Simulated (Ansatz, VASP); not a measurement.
# One calculation of CaS, two programs

```xyz
2
Lattice="0.0000 2.8415 2.8415 2.8415 0.0000 2.8415 2.8415 2.8415 0.0000" Properties=species:S:1:pos:R:3 pbc="T T T"
Ca    2.8415    2.8415    2.8415
S     0.0000    0.0000    0.0000
```

Alike in both runs: task single point; functional BLYP; dispersion D3(BJ); k mesh 8 × 8 × 8; occupations gaussian, width 0.05 eV; no spin polarisation.

```csv
,VASP,Ansatz
version,VASP 6.6.1,Ansatz 0.2.0
potentials or method,"VASP PAW PBE potentials, release 64 (Ca_sv, S), cutoff 500 eV","scalar-relativistic, plane waves, PAW"
valence electrons in the cell,16,16
```

Ansatz gave:

| Item | Value |
| --- | --- |
| gap on the k mesh at the Fermi level (eV) | 2.44 |
| least direct gap on the mesh (eV) | 3.23 |
| pressure (GPa) | -2.3 |

Problem. Estimate VASP's values.

Solution. gap on the k mesh at the Fermi level (eV): 2.44; least direct gap on the mesh (eV): 3.22; pressure (GPa): -2.2.

VASP's potentials were made for PBE, not for BLYP.
